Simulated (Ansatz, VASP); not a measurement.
## One calculation of CdS, two programs

INCAR

```
PREC = Accurate
ENCUT = 520
EDIFF = 1E-7
ISMEAR = 0
SIGMA = 0.01
LREAL = False
LASPH = True
NELM = 60
ALGO = Normal
ISIF = 2
LWAVE = False
LCHARG = False
GGA = PE
NBANDS = 26
```

The input KPOINTS:

```
regular mesh
0
Gamma
  6 6 4
```

The input POSCAR:

```
CdS
1.0
    4.1221468118      0.0000000000      0.0000000000
   -2.0610734059      3.5698834343      0.0000000000
    0.0000000000      0.0000000000      6.6917838725
Cd S
2 2
Direct
    0.3333333333      0.6666666667      0.0000000000
    0.6666666667      0.3333333333      0.5000000000
    0.3333333333      0.6666666667      0.3750000000
    0.6666666667      0.3333333333      0.8750000000
```

Input for Ansatz:

```yaml
crystal:
  lattice:
    - [4.122146811773965, 0.0, 0.0]
    - [-2.0610734058869826, 3.569883434277034, 0.0]
    - [0.0, 0.0, 6.691783872511134]
  atoms:
    - { symbol: Cd, position: [0.3333333333333333, 0.6666666666666666, 0.0] }
    - { symbol: Cd, position: [0.6666666666666666, 0.3333333333333333, 0.5] }
    - { symbol: S, position: [0.3333333333333333, 0.6666666666666666, 0.375] }
    - { symbol: S, position: [0.6666666666666666, 0.3333333333333333, 0.875] }
basis:
  ecutwfc: 571.4391111657479
kpoints:
  mp_grid:
    grid: [6, 6, 4]
hamiltonian:
  xc: pbe
scf:
  occupations:
    method: fixed
output:
  stress: true
```

Alike in both runs: task single point; functional PBE; k mesh 6 × 6 × 4; no spin polarisation.

|  | VASP | Ansatz |
| --- | --- | --- |
| version | VASP 6.6.1 | Ansatz 0.2.0 |
| potentials or method | VASP PAW PBE potentials, release 64 (Cd, S), cutoff 520 eV | plane waves, PAW |
| occupations | gaussian, width 0.01 eV | fixed |
| valence electrons in the cell | 36 | 52 |

```tsv
	VASP	Ansatz	Ansatz less VASP
pressure (GPa)	3.8	3.4	-0.38
traceless stress, the component that is largest in VASP (GPa)	0.48	0.46	-0.015
```

VASP's potentials hold 36 valence electrons a cell and Ansatz's 52, so a difference there can come from the potentials and not from the codes.
